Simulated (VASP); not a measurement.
Set up this calculation in VASP 6.6.1, as the native input.

```
Task                   : single point
Functional             : PBE
Potentials or basis    : VASP PAW PBE potentials, release 64 (Al, Cu)
Cutoff                 : 520 eV
k mesh                 : 6 × 6 × 2
Occupations            : gaussian, width 0.1 eV
Spin                   : no spin polarisation
Dipole correction      : no
Further INCAR settings : ALGO = Normal; EDIFF = 1e-07; NBANDS = 38
```

The structure of AlCu5 lies in POSCAR:

```
AlCu5
1.0
    2.6560905400      0.0000000000      0.0000000000
   -1.3280452700      2.3002418800      0.0000000000
    0.0000000000      0.0000000000     13.0121330500
Al Cu
1 5
Direct
    0.0000000000      0.0000000000      0.5000000000
    0.3333333300      0.6666666700      0.8333333300
    0.6666666700      0.3333333300      0.6666666700
    0.3333333300      0.6666666700      0.3333333300
    0.6666666700      0.3333333300      0.1666666700
    0.0000000000      0.0000000000      0.0000000000
```

These files were run (other wordings do the same):

INCAR

```
ALGO = Normal
EDIFF = 1E-7
ENCUT = 520
GGA = PE
ISIF = 2
ISMEAR = 0
LASPH = True
LCHARG = True
LELF = True
LREAL = False
LVHAR = True
LWAVE = False
NBANDS = 38
NELM = 60
PREC = Accurate
SIGMA = 0.1
```

KPOINTS

```
k-points
0
Gamma
  6 6 2
```

Potentials or basis: VASP PAW PBE potentials, release 64 (Al, Cu).

Command:

```bash
$ cat potpaw_PBE.64/Al/POTCAR potpaw_PBE.64/Cu/POTCAR > POTCAR
$ mpirun -np 1 vasp_std > vasp.out
```

It gave:

```yaml
Pressure: -5.7 GPa
Largest_force: 0.147 eV/Å
Band_gap_on_the_k_mesh: zero (band 29 reaches 9.68 eV, above the bottom of band 30 at 5.39 eV)
```

Caveat: the k points lie up to 0.46 Å⁻¹ apart.

Run time: 64 s on 1 thread of Intel(R) Xeon(R) Platinum 8488C (Sapphire Rapids) (shared host), peak memory 0.19 GiB.
